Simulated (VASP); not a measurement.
The system is Yb.

```
CELL_PARAMETERS angstrom
3.87990 0.00000 0.00000
-1.93995 3.36009 0.00000
0.00000 0.00000 6.38590
ATOMIC_POSITIONS crystal
Yb 0.33333 0.66667 0.25000
Yb 0.66667 0.33333 0.75000
```

Base run:

* Program: VASP 6.6.1
* Functional: RPBE
* Potentials or basis: VASP PAW PBE potentials, release 64 (Yb)
* Cutoff: 600 eV
* k mesh: 7 × 7 × 4
* Occupations: fermi-dirac, width 0.1 eV
* Spin: no spin polarisation

Its results: band gap on the k mesh zero (band 24 reaches 1.29 eV, above the bottom of band 25 at 1.20 eV); pressure 0.1 GPa.

Problem. The run is repeated on the same cell with these changes: functional from RPBE to PBE. What comes out?

Solution. Band gap on the k mesh zero (band 24 reaches 1.17 eV, above the bottom of band 25 at 1.09 eV); pressure -2.5 GPa.

PBE binds more tightly than RPBE, so the same cell stands under less pressure.

Caveats: spin-orbit coupling is left out, which moves the levels of the heavy elements; the PAW data sets were made with another functional, which shifts forces and pressure a little (some runs).
